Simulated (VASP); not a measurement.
# B (Pm-3m) in VASP: notebook

Runs on B. Level: PBE. Tasks: single point.

Program: VASP 6.6.1. These are calculated values, not measurements. Logs are shortened: lines on timing, memory, paths and dates and some standing lists are left out, and cuts for length are marked.

### 1 The cell of the first run

It takes space group Pm-3m (No. 221, cubic). The conventional cell has a = 1.884 Å, b = 1.884 Å, c = 1.884 Å, α = 90.00°, β = 90.00°, γ = 90.00°. Within 2.5 Å of B (site symmetry m-3m) lie 6 B at 1.88 Å.

### 2 Single point, PBE

The input, INCAR:

```
SYSTEM = B
PREC     = Accurate       ! precision mode
ENCUT    = 520            ! plane-wave cutoff, eV
EDIFF    = 1E-6           ! SCF threshold, eV
ISMEAR   = -1             ! smearing method
SIGMA    = 0.1            ! smearing width, eV
LREAL    = .FALSE.        ! projectors in reciprocal space
LASPH    = .TRUE.         ! aspherical terms in the spheres
NELM     = 80             ! most SCF steps
ALGO     = Normal         ! electronic algorithm
ISIF     = 2              ! what is computed and relaxed
LWAVE    = .FALSE.        ! write WAVECAR
LCHARG   = .TRUE.         ! write CHGCAR
GGA      = PE             ! functional
LELF     = .TRUE.         ! ELF
LVHAR    = .TRUE.       
NBANDS   = 8              ! bands
```

The input, KPOINTS:

```
regular mesh
0
G
  19 19 19
  0 0 0
```

The input, POSCAR:

```
B
1.0
    1.8839499199      0.0000000000      0.0000000000
    0.0000000000      1.8839499199      0.0000000000
    0.0000000000      0.0000000000      1.8839499199
B
1
Direct
    0.0000000000      0.0000000000      0.0000000000
```

Potentials or basis: VASP PAW PBE potentials, release 64 (B).

The run is started by

```bash
> cat potpaw_PBE.64/B/POTCAR > POTCAR
> mpirun -np 1 vasp_std > vasp.out
```

OUTCAR:

```text
SYSTEM = B
   PREC = Accurate
   ENCUT = 520
   EDIFF = 1E-6
   ISMEAR = -1
   LREAL = .FALSE.
   LASPH = .TRUE.
   NELM = 80
   ISIF = 2
   GGA = PE

 ion  position               nearest neighbor table
   1  0.000  0.000  0.000-

  LATTYP: Found a simple cubic cell.
 ALAT       =     1.8839499199

  Lattice vectors:

 A1 = (   1.8839499199,   0.0000000000,   0.0000000000)
 A2 = (   0.0000000000,   1.8839499199,   0.0000000000)
 A3 = (   0.0000000000,   0.0000000000,   1.8839499199)

Analysis of symmetry for initial positions (statically):
=====================================================================
 Subroutine PRICEL returns:
 Original cell was already a primitive cell.

 Routine SETGRP: Setting up the symmetry group for a
 simple cubic supercell.

 Subroutine GETGRP returns: Found 48 space group operations
 (whereof 48 operations were pure point group operations)
 out of a pool of 48 trial point group operations.

The static configuration has the point symmetry O_h .

Analysis of symmetry for dynamics (positions and initial velocities):
=====================================================================
 Subroutine PRICEL returns:
 Original cell was already a primitive cell.

 Routine SETGRP: Setting up the symmetry group for a
 simple cubic supercell.

 Subroutine GETGRP returns: Found 48 space group operations
 (whereof 48 operations were pure point group operations)
 out of a pool of 48 trial point group operations.

The dynamic configuration has the point symmetry O_h .

 Subroutine INISYM returns: Found 48 space group operations
 (whereof 48 operations are pure point group operations),
 and found     1 'primitive' translations

----------------------------------------------------------------------------------------

                                     Primitive cell

  volume of cell :       6.6866

  direct lattice vectors                    reciprocal lattice vectors
     1.883949920  0.000000000  0.000000000     0.530799672  0.000000000  0.000000000
     0.000000000  1.883949920  0.000000000     0.000000000  0.530799672  0.000000000
     0.000000000  0.000000000  1.883949920     0.000000000  0.000000000  0.530799672

  length of vectors
     1.883949920  1.883949920  1.883949920     0.530799672  0.530799672  0.530799672

  position of ions in fractional coordinates (direct lattice)
     0.000000000  0.000000000  0.000000000

  ion indices of the primitive-cell ions
   primitive index   ion index
                 1           1

----------------------------------------------------------------------------------------

 KPOINTS: regular mesh

Automatic generation of k-mesh.
 Grid dimensions read from file:
 generate k-points for:   19   19   19

 Generating k-lattice:

  Cartesian coordinates                     Fractional coordinates (reciprocal lattice)
     0.027936825  0.000000000  0.000000000     0.052631579  0.000000000  0.000000000
     0.000000000  0.027936825  0.000000000     0.000000000  0.052631579  0.000000000
     0.000000000  0.000000000  0.027936825     0.000000000  0.000000000  0.052631579

  Length of vectors
     0.027936825  0.027936825  0.027936825

  Shift w.r.t. Gamma in fractional coordinates (k-lattice)
     0.000000000  0.000000000  0.000000000

 Subroutine IBZKPT returns following result:
 ===========================================

 Found    220 irreducible k-points:

 Following reciprocal coordinates:
            Coordinates               Weight
  0.000000  0.000000  0.000000      1.000000
  0.052632  0.000000  0.000000      6.000000
  0.105263  0.000000  0.000000      6.000000
  0.157895  0.000000  0.000000      6.000000
  0.210526  0.000000  0.000000      6.000000
  0.263158  0.000000  0.000000      6.000000
[... 16 lines left out ...]
  0.263158  0.105263  0.000000     24.000000
  0.315789  0.105263  0.000000     24.000000
 [... further k-points ...]
   k-points           NKPTS =    220   k-points in BZ     NKDIM =    220   number of bands    NBANDS=      8
   number of dos      NEDOS =    301   number of ions     NIONS =      1
   total plane-waves  NPLWV =   2744
   dimension x,y,z NGX =    14 NGY =   14 NGZ =   14
   dimension x,y,z NGXF=    28 NGYF=   28 NGZF=   28
   ions per type =               1
   NGX,Y,Z   is equivalent  to a cutoff of  12.35, 12.35, 12.35 a.u.
   NGXF,Y,Z  is equivalent  to a cutoff of  24.71, 24.71, 24.71 a.u.
 SYSTEM =  B
   PREC   = accura    normal or accurate (medium, high low for compatibility)
   ISTART =      0    job   : 0-new  1-cont  2-samecut
   ICHARG =      2    charge: 1-file 2-atom 10-const
   ISPIN  =      1    spin polarized calculation?
   LNONCOLLINEAR =      F non collinear calculations
   LSORBIT =      F    spin-orbit coupling
   LASPH  =      T    aspherical Exc in radial PAW
   ENCUT  =  520.0 eV  38.22 Ry    6.18 a.u.   3.50  3.50  3.50*2*pi/ulx,y,z
   NELM   =     80;   NELMIN=  2; NELMDL= -5     # of ELM steps
   EDIFF  = 0.1E-05   stopping-criterion for ELM
   LREAL  =      F    real-space projection
   EDIFFG = 0.1E-04   stopping-criterion for IOM
   NSW    =      0    number of steps for IOM
   IBRION =     -1    ionic relax: 0-MD 1-quasi-New 2-CG
   NFREE  =      0    steps in history (QN), initial steepest desc. (CG)
   ISIF   =      2    stress and relaxation
   ISYM   =      2    0-nonsym 1-usesym 2-fastsym
   POTIM  = 0.5000    time-step for ionic-motion
   TEBEG  =    0.0;   TEEND  =   0.0 temperature during run
   PSTRESS=    0.0 pullay stress
   NELECT =       3.0000    total number of electrons
   NUPDOWN=      -1.0000    fix difference up-down
   EMIN   =  10.00;   EMAX   =-10.00  energy-range for DOS
   EFERMI =   0.00;   METHOD = LEGACY
   ISMEAR =    -1;   SIGMA  =   0.10  broadening in eV -4-tet -1-fermi 0-gaus
   EFERMI_NEDOS =   21; number of points for ismear=-14 and -15
   IALGO  =     38    algorithm
   IMIX   =      4    mixing-type and parameters
     AMIX     =   0.40;   BMIX     =  1.00
     AMIX_MAG =   1.60;   BMIX_MAG =  1.00
  volume/ion in A,a.u.               =       6.69        45.12
  Fermi-wavevector in a.u.,A,eV,Ry     =   1.253274  2.368344 21.370599  1.570695
  Thomas-Fermi vector in A             =   2.387134
   LORBIT       =      0    0 simple, 1 ext, 2 COOP (PROOUT), +10 PAW based schemes
   GGA     = PE    functional components
[... 5 lines left out ...]
 non-spin polarized calculation
  energy-cutoff  :      520.00
  volume of cell :        6.69
 maximum number of plane-waves:       191
 NGX is ok and might be reduce to    14
   NGX =  7   NGY =  7   NGZ =  7

 number of electron       3.0000000 magnetization

 Free energy of the ion-electron system (eV)
  ---------------------------------------------------
  ext. energy  EPLUGINS =         0.00000000
  ---------------------------------------------------
  free energy    TOTEN  =        -5.61568351 eV

  energy without entropy =       -5.60620827  energy(sigma->0) =       -5.61094589

 E-fermi :   7.0760     XC(G=0): -12.3883

 val. band max:        7.0732337390   @ k =   0.4211   0.4211   0.2105
 cond. band min:       7.1768316564   @ k =   0.3684   0.2632   0.1579
 fundamental gap:      0.1035979174
 Fermi energy:         7.0759890186

 k-point     1 :       0.0000    0.0000    0.0000
  band No.  band energies     occupation
      1      -8.7552      2.00000
      2      20.6761      0.00000
      3      20.6761      0.00000
      4      20.6761      0.00000
      5      31.1106      0.00000
      6      31.1106      0.00000
      7      40.2096      0.00000
      8      60.4365      0.00000

 k-point     2 :       0.0526    0.0000    0.0000
  band No.  band energies     occupation
      1      -8.6609      2.00000
      2      19.6843      0.00000
      3      20.7552      0.00000
      4      20.7552      0.00000
      5      31.2208      0.00000
      6      32.2076      0.00000
      7      40.1559      0.00000
      8      59.6763      0.00000

 k-point     3 :       0.1053    0.0000    0.0000
  band No.  band energies     occupation
      1      -8.3781      2.00000
      2      17.4619      0.00000
      3      20.9894      0.00000
      4      20.9894      0.00000
      5      31.5503      0.00000
      6      34.6932      0.00000
      7      40.0380      0.00000
      8      57.6853      0.00000

 k-point     4 :       0.1579    0.0000    0.0000
  band No.  band energies     occupation
      1      -7.9073      2.00000
      2      14.8573      0.00000
      3      21.3679      0.00000
      4      21.3679      0.00000
      5      32.0961      0.00000
      6      37.3621      0.00000
      7      40.1787      0.00000
      8      55.0938      0.00000

 k-point     5 :       0.2105    0.0000    0.0000
  band No.  band energies     occupation
      1      -7.2497      2.00000
      2      12.2076      0.00000
      3      21.8716      0.00000
      4      21.8716      0.00000
      5      32.8513      0.00000
      6      38.3846      0.00000
      7      41.9964      0.00000
      8      52.3867      0.00000
[... 177 lines left out ...]
 k-point    22 :       0.2105    0.1053    0.0000
  band No.  band energies     occupation
      1      -6.8725      2.00000
      2      12.3373      0.00000
      3      19.3055      0.00000
      4      22.1751      0.00000
      5      35.3254      0.00000
      6      37.9063      0.00000
      7      42.2832      0.00000
      8      50.5096      0.00000

 k-point    23 :       0.2632    0.1053    0.0000
  band No.  band energies     occupation
      1      -6.0300      2.00000
      2       9.8490      0.00000
      3      19.9467      0.00000
      4      22.7669      0.00000
      5      36.1930      0.00000
      6      36.9289      0.00000
      7      44.9952      0.00000
      8      48.4955      0.00000

 k-point    24 :       0.3158    0.1053    0.0000
  band No.  band energies     occupation
      1      -5.0063      2.00000
      2       7.4600      0.04209
      3      20.6891      0.00000
      4      23.4027      0.00000
      5      35.7155      0.00000
      6      37.2923      0.00000
      7      46.0573      0.00000
      8      47.8820      0.00000

 [... further k-points ...]

------------------------ aborting loop because EDIFF is reached ----------------------------------------

  FORCE on cell =-STRESS in cart. coord.  units (eV):
  Direction    XX          YY          ZZ          XY          YZ          ZX
  --------------------------------------------------------------------------------------
  -------------------------------------------------------------------------------------
  Total        0.0123124      0.0123124      0.0123124     -0.0000000      0.0000000      0.0000000
  in kB        2.9501620      2.9501620      2.9501620     -0.0000000      0.0000000      0.0000000
  external PRESSURE =       2.9501620 kB  Pullay stress =       0.0000000 kB

 VOLUME and BASIS-vectors are now :
 -----------------------------------------------------------------------------
  energy-cutoff  :      520.00
  volume of cell :        6.69
      direct lattice vectors                 reciprocal lattice vectors
     1.883949920  0.000000000  0.000000000     0.530799672  0.000000000  0.000000000
     0.000000000  1.883949920  0.000000000     0.000000000  0.530799672  0.000000000
     0.000000000  0.000000000  1.883949920     0.000000000  0.000000000  0.530799672

 POSITION                                       TOTAL-FORCE (eV/Angst)
 -----------------------------------------------------------------------------------
      0.00000      0.00000      0.00000         0.000000      0.000000      0.000000
 -----------------------------------------------------------------------------------
    total drift:                                0.000000     -0.000000     -0.000000

  FREE ENERGIE OF THE ION-ELECTRON SYSTEM (eV)
  ---------------------------------------------------
  free  energy   TOTEN  =        -5.6156835073 eV

  energy  without entropy=       -5.6062082728  energy(sigma->0) =       -5.61094589
```

It took 8 s on 1 thread of Intel Xeon 6975P-C, shared host; peak memory 0.11 GiB.

Results:

```yaml
Free_energy: -5.6157 eV
Pressure: 0.3 GPa
```

(Continued in part 2 of 2.)
